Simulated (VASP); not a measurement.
# GaN (sol) (P6_3mc) in VASP: a series of runs

GaN (sol) is run at these levels: PBEsol; tasks: single point, relaxation of cell and atoms.

Program: VASP 6.6.1. These are calculated values, not measurements. Logs are shortened: lines on timing, memory, paths and dates and some standing lists are left out, and cuts for length are marked.

### Step 1. The cell of the first run

The structure is hexagonal, space group P6_3mc (No. 186). The conventional cell has a = 3.183 Å, b = 3.183 Å, c = 5.186 Å, α = 90.00°, β = 90.00°, γ = 120.00°. Ga (site symmetry 3m) has 4 N at 1.86 to 2.34 Å within 2.5 Å. Within 2.5 Å of N (site symmetry 3m) lie 4 Ga at 1.86 to 2.34 Å.

### Step 2. Single point, PBEsol

INCAR reads:

```
PREC = Accurate ; ENCUT = 520
EDIFF = 1E-6 ; ISMEAR = 0
SIGMA = 0.01 ; LREAL = False
LASPH = True ; NELM = 60
ALGO = Normal ; ISIF = 2
LWAVE = False ; LCHARG = True
GGA = PS ; LELF = True
LVHAR = True ; NBANDS = 26
```

KPOINTS reads:

```
regular mesh
0
Gamma
  12 12 6
```

POSCAR reads:

```
GaN
1.0
    3.1828215508      0.0000000000      0.0000000000
   -1.5914107754      2.7564043187      0.0000000000
    0.0000000000      0.0000000000      5.1856744261
Ga N
2 2
Direct
    0.3333333333      0.6666666667     -0.0368222577
    0.6666666667      0.3333333333      0.4631777423
    0.3333333333      0.6666666667      0.4138222577
    0.6666666667      0.3333333333      0.9138222577
```

Potentials or basis: VASP PAW PBE potentials, release 64 (Ga_d, N).

Run with:

```
$ cat potpaw_PBE.64/Ga_d/POTCAR potpaw_PBE.64/N/POTCAR > POTCAR
$ mpirun -np 1 vasp_std > vasp.out
```

OUTCAR:

```text
PREC = Accurate
   ENCUT = 520
   EDIFF = 1E-6
   ISMEAR = 0
   LREAL = False
   LASPH = True
   NELM = 60
   ISIF = 2
   GGA = PS

 ion  position               nearest neighbor table
   1  0.333  0.667  0.963-   4 1.86   4 1.86   4 1.86   3 2.34
   2  0.667  0.333  0.463-   3 1.86   3 1.86   3 1.86   4 2.34
   3  0.333  0.667  0.414-   2 1.86   2 1.86   2 1.86   1 2.34
   4  0.667  0.333  0.914-   1 1.86   1 1.86   1 1.86   2 2.34

  LATTYP: Found a hexagonal cell.
 ALAT       =     3.1828215508
 C/A-ratio  =     1.6292696098

  Lattice vectors:

 A1 = (   3.1828215508,   0.0000000000,   0.0000000000)
 A2 = (  -1.5914107754,   2.7564043187,   0.0000000000)
 A3 = (   0.0000000000,   0.0000000000,   5.1856744261)

Analysis of symmetry for initial positions (statically):
=====================================================================
 Subroutine PRICEL returns:
 Original cell was already a primitive cell.

 Routine SETGRP: Setting up the symmetry group for a
 hexagonal supercell.

 Subroutine GETGRP returns: Found 12 space group operations
 (whereof  6 operations were pure point group operations)
 out of a pool of 24 trial point group operations.

The static configuration has the point symmetry C_3v.
 The point group associated with its full space group is C_6v.

Analysis of symmetry for dynamics (positions and initial velocities):
=====================================================================
 Subroutine PRICEL returns:
 Original cell was already a primitive cell.

 Routine SETGRP: Setting up the symmetry group for a
 hexagonal supercell.

 Subroutine GETGRP returns: Found 12 space group operations
 (whereof  6 operations were pure point group operations)
 out of a pool of 24 trial point group operations.

The dynamic configuration has the point symmetry C_3v.
 The point group associated with its full space group is C_6v.

 Subroutine INISYM returns: Found 12 space group operations
 (whereof  6 operations are pure point group operations),
 and found     1 'primitive' translations

----------------------------------------------------------------------------------------

                                     Primitive cell

  volume of cell :      45.4947

  direct lattice vectors                    reciprocal lattice vectors
     3.182821551  0.000000000  0.000000000     0.314186637  0.181395740  0.000000000
    -1.591410775  2.756404319  0.000000000     0.000000000  0.362791479  0.000000000
     0.000000000  0.000000000  5.185674426     0.000000000  0.000000000  0.192838948

  length of vectors
     3.182821551  3.182821551  5.185674426     0.362791479  0.362791479  0.192838948

  position of ions in fractional coordinates (direct lattice)
     0.333333333  0.666666667  0.963177742
     0.666666667  0.333333333  0.463177742
     0.333333333  0.666666667  0.413822258
     0.666666667  0.333333333  0.913822258

  ion indices of the primitive-cell ions
   primitive index   ion index
                 1           1
                 2           2
                 3           3
                 4           4

----------------------------------------------------------------------------------------

 KPOINTS: regular mesh

Automatic generation of k-mesh.
 Grid dimensions read from file:
 generate k-points for:   12   12    6

 Generating k-lattice:

  Cartesian coordinates                     Fractional coordinates (reciprocal lattice)
     0.026182220  0.015116312  0.000000000     0.083333333  0.000000000  0.000000000
     0.000000000  0.030232623  0.000000000     0.000000000  0.083333333  0.000000000
     0.000000000  0.000000000  0.032139825     0.000000000  0.000000000  0.166666667

  Length of vectors
     0.030232623  0.030232623  0.032139825

  Shift w.r.t. Gamma in fractional coordinates (k-lattice)
     0.000000000  0.000000000  0.000000000

 Subroutine IBZKPT returns following result:
 ===========================================

 Found     76 irreducible k-points:

 Following reciprocal coordinates:
            Coordinates               Weight
  0.000000  0.000000  0.000000      1.000000
  0.083333  0.000000  0.000000      6.000000
  0.166667  0.000000  0.000000      6.000000
  0.250000 -0.000000  0.000000      6.000000
  0.333333  0.000000  0.000000      6.000000
  0.416667  0.000000  0.000000      6.000000
[... 16 lines left out ...]
  0.250000 -0.000000  0.166667     12.000000
  0.333333  0.000000  0.166667     12.000000
 [... further k-points ...]
   k-points           NKPTS =     76   k-points in BZ     NKDIM =     76   number of bands    NBANDS=     26
   number of dos      NEDOS =    301   number of ions     NIONS =      4
   total plane-waves  NPLWV =  23040
   dimension x,y,z NGX =    24 NGY =   24 NGZ =   40
   dimension x,y,z NGXF=    48 NGYF=   48 NGZF=   80
   ions per type =               2   2
   NGX,Y,Z   is equivalent  to a cutoff of  12.54, 12.54, 12.82 a.u.
   NGXF,Y,Z  is equivalent  to a cutoff of  25.07, 25.07, 25.65 a.u.
 SYSTEM =  unknown system
   PREC   = accura    normal or accurate (medium, high low for compatibility)
   ISTART =      0    job   : 0-new  1-cont  2-samecut
   ICHARG =      2    charge: 1-file 2-atom 10-const
   ISPIN  =      1    spin polarized calculation?
   LNONCOLLINEAR =      F non collinear calculations
   LSORBIT =      F    spin-orbit coupling
   LASPH  =      T    aspherical Exc in radial PAW
   ENCUT  =  520.0 eV  38.22 Ry    6.18 a.u.   5.92  5.92  9.64*2*pi/ulx,y,z
   NELM   =     60;   NELMIN=  2; NELMDL= -5     # of ELM steps
   EDIFF  = 0.1E-05   stopping-criterion for ELM
   LREAL  =      F    real-space projection
   EDIFFG = 0.1E-04   stopping-criterion for IOM
   NSW    =      0    number of steps for IOM
   IBRION =     -1    ionic relax: 0-MD 1-quasi-New 2-CG
   NFREE  =      0    steps in history (QN), initial steepest desc. (CG)
   ISIF   =      2    stress and relaxation
   ISYM   =      2    0-nonsym 1-usesym 2-fastsym
   POTIM  = 0.5000    time-step for ionic-motion
   TEBEG  =    0.0;   TEEND  =   0.0 temperature during run
   PSTRESS=    0.0 pullay stress
   NELECT =      36.0000    total number of electrons
   NUPDOWN=      -1.0000    fix difference up-down
   EMIN   =  10.00;   EMAX   =-10.00  energy-range for DOS
   EFERMI =   0.00;   METHOD = LEGACY
   ISMEAR =     0;   SIGMA  =   0.01  broadening in eV -4-tet -1-fermi 0-gaus
   EFERMI_NEDOS =   21; number of points for ismear=-14 and -15
   IALGO  =     38    algorithm
   IMIX   =      4    mixing-type and parameters
     AMIX     =   0.40;   BMIX     =  1.00
     AMIX_MAG =   1.60;   BMIX_MAG =  1.00
  volume/ion in A,a.u.               =      11.37        76.75
  Fermi-wavevector in a.u.,A,eV,Ry     =   1.514220  2.861460 31.196265  2.292861
  Thomas-Fermi vector in A             =   2.623906
   LORBIT       =      0    0 simple, 1 ext, 2 COOP (PROOUT), +10 PAW based schemes
   GGA     = PS    functional components
   LHFCALC =     F    Hartree Fock is set to
   AEXX    =    0.0000 exact exchange contribution
   IVDW    =     0    specifies the selected vdW correction
   LEPSILON=     F    determine dielectric tensor
   LRPA    =     F    only Hartree local field effects (RPA)
 non-spin polarized calculation
 Gauss-broadening in eV      SIGMA  =   0.01
  energy-cutoff  :      520.00
  volume of cell :       45.49
 maximum number of plane-waves:      1248
 NGX is ok and might be reduce to    24
   NGX = 11   NGY = 11   NGZ = 19

 number of electron      35.9999992 magnetization

 Free energy of the ion-electron system (eV)
  ---------------------------------------------------
  ext. energy  EPLUGINS =         0.00000000
  ---------------------------------------------------
  free energy    TOTEN  =       -25.48128420 eV

  energy without entropy =      -25.48128420  energy(sigma->0) =      -25.48128420

 E-fermi :   5.6156     XC(G=0): -11.9105

 val. band max:        5.5093182738   @ k =   0.0000   0.0000   0.0000
 cond. band min:       7.3039427929   @ k =   0.0000   0.0000   0.0000
 fundamental gap:      1.7946245191
 Fermi energy:         5.6156306101

 k-point     1 :       0.0000    0.0000    0.0000
  band No.  band energies     occupation
      1     -11.0307      2.00000
      2     -10.2294      2.00000
      3      -8.3301      2.00000
      4      -8.3300      2.00000
      5      -8.3113      2.00000
      6      -8.3113      2.00000
[... 18 lines left out ...]
     25      16.5789      0.00000
     26      16.5789      0.00000

 k-point     2 :       0.0833    0.0000    0.0000
  band No.  band energies     occupation
      1     -10.9551      2.00000
      2     -10.1914      2.00000
      3      -8.3323      2.00000
      4      -8.3109      2.00000
      5      -8.3048      2.00000
      6      -8.2918      2.00000
[... 18 lines left out ...]
     25      16.2883      0.00000
     26      16.8397      0.00000

 k-point     3 :       0.1667    0.0000    0.0000
  band No.  band energies     occupation
      1     -10.7468      2.00000
      2     -10.0934      2.00000
      3      -8.3258      2.00000
      4      -8.2786      2.00000
      5      -8.2596      2.00000
      6      -8.2379      2.00000
[... 18 lines left out ...]
     25      16.1504      0.00000
     26      17.5334      0.00000

 k-point     4 :       0.2500   -0.0000    0.0000
  band No.  band energies     occupation
      1     -10.4643      2.00000
      2      -9.9758      2.00000
      3      -8.2937      2.00000
      4      -8.2201      2.00000
      5      -8.1955      2.00000
      6      -8.1633      2.00000
[... 18 lines left out ...]
     25      17.1975      0.00000
     26      18.2716      0.00000
[... 496 lines left out ...]
      1     -10.6876      2.00000
      2     -10.1179      2.00000
      3      -8.3239      2.00000
      4      -8.2830      2.00000
      5      -8.2604      2.00000
      6      -8.2411      2.00000
[... 18 lines left out ...]
     25      16.1476      0.00000
     26      17.2875      0.00000

 k-point    23 :       0.2500   -0.0000    0.1667
  band No.  band energies     occupation
      1     -10.4152      2.00000
      2      -9.9904      2.00000
      3      -8.2917      2.00000
      4      -8.2273      2.00000
      5      -8.1951      2.00000
      6      -8.1667      2.00000
[... 18 lines left out ...]
     25      17.1646      0.00000
     26      18.0472      0.00000

 k-point    24 :       0.3333    0.0000    0.1667
  band No.  band energies     occupation
      1     -10.1628      2.00000
      2      -9.8871      2.00000
      3      -8.2535      2.00000
      4      -8.1571      2.00000
      5      -8.1464      2.00000
      6      -8.1055      2.00000
[... 18 lines left out ...]
     25      17.7800      0.00000
     26      18.4460      0.00000

 [... further k-points ...]
[... 5 lines left out ...]
  --------------------------------------------------------------------------------------
  -------------------------------------------------------------------------------------
  Total        3.5041054      3.5041054     -1.1697057      0.0000000      0.0000000      0.0000000
  in kB      123.4034458    123.4034458    -41.1933153      0.0000000      0.0000000      0.0000000
  external PRESSURE =      68.5378587 kB  Pullay stress =       0.0000000 kB

 VOLUME and BASIS-vectors are now :
 -----------------------------------------------------------------------------
  energy-cutoff  :      520.00
  volume of cell :       45.49
      direct lattice vectors                 reciprocal lattice vectors
     3.182821551  0.000000000  0.000000000     0.314186637  0.181395740  0.000000000
    -1.591410775  2.756404319  0.000000000     0.000000000  0.362791479  0.000000000
     0.000000000  0.000000000  5.185674426     0.000000000  0.000000000  0.192838948

 POSITION                                       TOTAL-FORCE (eV/Angst)
 -----------------------------------------------------------------------------------
     -0.00000      1.83760      4.99473         0.000000     -0.000000      1.148774
      1.59141      0.91880      2.40189        -0.000000     -0.000000      1.148774
     -0.00000      1.83760      2.14595         0.000000     -0.000000     -1.148774
      1.59141      0.91880      4.73878        -0.000000      0.000000     -1.148774
 -----------------------------------------------------------------------------------
    total drift:                               -0.000001     -0.000002      0.000531

  FREE ENERGIE OF THE ION-ELECTRON SYSTEM (eV)
  ---------------------------------------------------
  free  energy   TOTEN  =       -25.4812841962 eV

  energy  without entropy=      -25.4812841962  energy(sigma->0) =      -25.48128420
```

Wall time 38 s (1 thread of Intel Xeon 6975P-C (Granite Rapids), shared host); peak memory 0.21 GiB.

Results:

```yaml
Free_energy: -25.4813 eV
Pressure: 6.9 GPa
Largest_force: 1.149 eV/Å
Band_gap_on_the_k_mesh: 1.79 eV, direct
```

Forces on the atoms (eV/Å):
```
Ga   0.000  0.000  1.149
Ga   0.000  0.000  1.149
N    0.000  0.000 -1.149
N    0.000  0.000 -1.149
```

Levels at points of the mesh, in eV from the valence-band top:
```tsv
k point	band 15	band 16	band 17	band 18	band 19	band 20	band 21	band 22
(0.00, 0.00, 0.00)	-1.36	-0.60	-0.60	0.00	1.79	3.46	8.94	9.52
(0.50, 0.00, 0.00)	-3.54	-3.39	-2.13	-1.49	4.44	5.27	5.75	8.27
(0.00, 0.00, 0.50)	-0.98	-0.98	-0.98	-0.98	3.88	3.88	7.90	7.90
(0.50, 0.00, 0.50)	-2.79	-2.79	-1.35	-1.35	4.22	4.22	6.46	6.46
```

Caveat: the PAW data sets were made with another functional, which shifts forces and pressure a little.

### Step 3. Single point, PBEsol

INCAR reads:

```
  PREC = Accurate
  ENCUT = 520
  EDIFF = 1E-7
  ISMEAR = 0
  SIGMA = 0.01
  LREAL = False
  LASPH = True
  NELM = 100
  ALGO = Normal
  ISIF = 2
  LWAVE = False
  LCHARG = False
  GGA = PS
  NBANDS = 26
```

KPOINTS reads:

```
Automatic mesh
0
Gamma
  12 12 6
```

POSCAR reads:

```
GaN
1.0
    3.1828215508      0.0000000000      0.0000000000
   -1.5914107754      2.7564043187      0.0000000000
    0.0000000000      0.0000000000      5.1856744261
Ga N
2 2
Direct
    0.3333333333      0.6666666667     -0.0460764110
    0.6666666667      0.3333333333      0.4539235890
    0.3333333333      0.6666666667      0.4230764110
    0.6666666667      0.3333333333      0.9230764110
```

Potentials or basis: VASP PAW PBE potentials, release 64 (Ga_d, N).

Run with:

```
$ cat potpaw_PBE.64/Ga_d/POTCAR potpaw_PBE.64/N/POTCAR > POTCAR
$ mpirun -np 1 vasp_std > vasp.out
```

Run time: 36 s. Hardware: 1 thread of Intel Xeon 6975P-C (Granite Rapids), shared host; peak memory 0.21 GiB.

It converged, with:

| Property | Result |
| --- | --- |
| Free energy | -25.2922 eV |
| Pressure | 8.5 GPa |
| Largest force | 0.798 eV/Å |
| Band gap on the k mesh | 1.86 eV, direct |

Forces on the atoms (eV/Å):
```
Ga   0.000  0.000  0.798
Ga   0.000  0.000  0.798
N    0.000  0.000 -0.798
N    0.000  0.000 -0.798
```

Stress tensor (GPa, compression positive):
```
14.15  0.00  0.00
 0.00 14.15  0.00
 0.00  0.00 -2.74
```

Levels at points of the mesh, in eV from the valence-band top:
```tsv
k point	band 16	band 17	band 18	band 19	band 20	band 21
(0.00, 0.00, 0.00)	-0.62	-0.62	0.00	1.86	3.44	8.97
(0.50, 0.00, 0.00)	-3.37	-2.23	-1.33	4.42	5.30	5.75
(0.00, 0.00, 0.50)	-0.98	-0.98	-0.98	3.88	3.88	7.94
(0.50, 0.00, 0.50)	-2.85	-1.19	-1.19	4.26	4.26	6.32
```

Caveat: the PAW data sets were made with another functional, which shifts forces and pressure a little.

### Step 4. Relaxation of cell and atoms, PBEsol

This run uses another cell than the first one, of 11.42 Å³/atom, 1.004 times its volume.

INCAR reads:

```
  ALGO = Normal
  EDIFF = 1E-6
  EDIFFG = -0.002
  ENCUT = 600
  GGA = PS
  IBRION = 2
  ISIF = 3
  ISMEAR = 0
  LASPH = True
  LCHARG = False
  LREAL = False
  LWAVE = False
  NELM = 80
  NSW = 100
  PREC = Accurate
  SIGMA = 0.02
```

KPOINTS reads:

```
k-points
0
Gamma
  12 12 6
```

POSCAR reads:

```
GaN
1.0
    3.1890000000      0.0000000000      0.0000000000
   -1.5945000000      2.7617550127      0.0000000000
    0.0000000000      0.0000000000      5.1850000000
Ga N
2 2
Direct
    0.3333333333      0.6666666667      0.0000000000
    0.6666666667      0.3333333333      0.5000000000
    0.3333333333      0.6666666667      0.3770000000
    0.6666666667      0.3333333333      0.8770000000
```

Run with:

```
$ cat potpaw_PBE.64/Ga_d/POTCAR potpaw_PBE.64/N/POTCAR > POTCAR
$ mpirun -np 1 vasp_std > vasp.out
```

It took 4.9 min on 1 thread of Intel Xeon 6975P-C (Granite Rapids), shared host; peak memory 0.24 GiB.

Results (log left out):

```
Free energy                            : -26.2726 eV
Relaxed volume                         : 11.35 Å³/atom
Relaxed cell                           : a = 3.181 Å, b = 3.181 Å, c = 5.182 Å, α = 90.00°, β = 90.00°, γ = 120.00°
Space group after relaxing (to 0.05 Å) : P6_3mc (No. 186)
Energy gained by relaxing              : 0.3 meV/atom
Ionic steps                            : 18
Pressure after relaxing                : 0.0 GPa
Band gap on the k mesh                 : 1.91 eV, direct
```

The path:
| step | energy change (eV) | largest force (eV/Å) | pressure (GPa) | volume (Å³) |
| --- | --- | --- | --- | --- |
| 1 | 0.0000 | 0.0016 | -1.11 | 45.67 |
| 2 | -0.0002 | 0.0236 | 1.12 | 45.15 |
| 3 | -0.0010 | 0.0129 | 0.00 | 45.39 |
| 4 | -0.0010 | 0.0129 | 0.17 | 45.38 |
| 5 | -0.0010 | 0.0052 | -0.41 | 45.45 |
| 6 | -0.0010 | 0.0095 | -0.04 | 45.42 |
| 7 | -0.0010 | 0.0076 | -0.17 | 45.42 |
| 8 | -0.0010 | 0.0106 | -0.11 | 45.42 |
| 9 | -0.0011 | 0.0017 | -0.05 | 45.41 |
| 10 | -0.0011 | 0.0005 | -0.07 | 45.41 |
| 11 | -0.0011 | 0.0019 | 0.28 | 45.39 |
| 12 | -0.0011 | 0.0011 | -0.34 | 45.41 |
| 13 | -0.0011 | 0.0008 | 0.13 | 45.40 |
| 14 | -0.0011 | 0.0012 | -0.03 | 45.40 |
| 15 | -0.0011 | 0.0005 | -0.05 | 45.40 |
| 16 | -0.0011 | 0.0024 | -0.03 | 45.40 |
| 17 | -0.0011 | 0.0032 | 0.02 | 45.40 |
| 18 | -0.0011 | 0.0006 | -0.01 | 45.40 |

Final structure:
```yaml
crystal:
  lattice:
    - [3.18051, 0.00000, 0.00000]
    - [-1.59026, 2.75440, 0.00000]
    - [0.00000, 0.00000, 5.18223]
  atoms:
    - { symbol: Ga, position: [0.33333, 0.66667, 0.00019] }
    - { symbol: Ga, position: [0.66667, 0.33333, 0.50019] }
    - { symbol: N, position: [0.33333, 0.66667, 0.37681] }
    - { symbol: N, position: [0.66667, 0.33333, 0.87681] }
```

Levels at points of the mesh, in eV from the valence-band top:
```
           k point  band 15  band 16  band 17  band 18  band 19  band 20  band 21  band 22
(0.00, 0.00, 0.00)    -1.05    -0.04     0.00     0.00     1.91     4.22     9.13     9.83
(0.50, 0.00, 0.00)    -4.28    -2.79    -2.26    -1.02     4.95     5.53     5.95     8.59
(0.00, 0.00, 0.50)    -0.54    -0.54    -0.54    -0.54     4.23     4.23     8.39     8.39
(0.50, 0.00, 0.50)    -1.98    -1.98    -1.93    -1.93     4.31     4.31     7.72     7.72
```

Caveat: the PAW data sets were made with another functional, which shifts forces and pressure a little.
